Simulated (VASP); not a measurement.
A run of VASP 6.6.1:

INCAR

```
PREC = Accurate ; ENCUT = 600
EDIFF = 1E-6 ; ISMEAR = -1
SIGMA = 0.08 ; LREAL = F
LASPH = T ; NELM = 120
ALGO = Normal ; ISIF = 2
LWAVE = F ; LCHARG = F
GGA = CA ; NBANDS = 16
GGA_COMPAT = F
```

KPOINTS

```
Automatic mesh
0
Gamma
  11 11 11
```

POSCAR

```
Mg2Sn
1.0
    0.0000000000      3.3338254821      3.3338254821
    3.3338254821      0.0000000000      3.3338254821
    3.3338254821      3.3338254821      0.0000000000
Mg Sn
2 1
Direct
    0.2500000000      0.2500000000      0.2500000000
    0.7500000000      0.7500000000      0.7500000000
    0.0000000000      0.0000000000      0.0000000000
```

Potentials or basis: VASP PAW LDA potentials, release 64 (Mg, Sn_d).

Command:

```bash
$ cat potpaw_LDA.64/Mg/POTCAR potpaw_LDA.64/Sn_d/POTCAR > POTCAR
$ mpirun -np 1 vasp_std > vasp.out
```

Hardware: 1 thread of Intel Xeon 8259CL, with other jobs on the host.

Problem. Estimate the wall time of this run.

Solution. Wall time 94 s on 1 thread of Intel Xeon 8259CL, on a shared host, peak memory 0.25 GiB. Counts: scf iterations 12, k points 56.
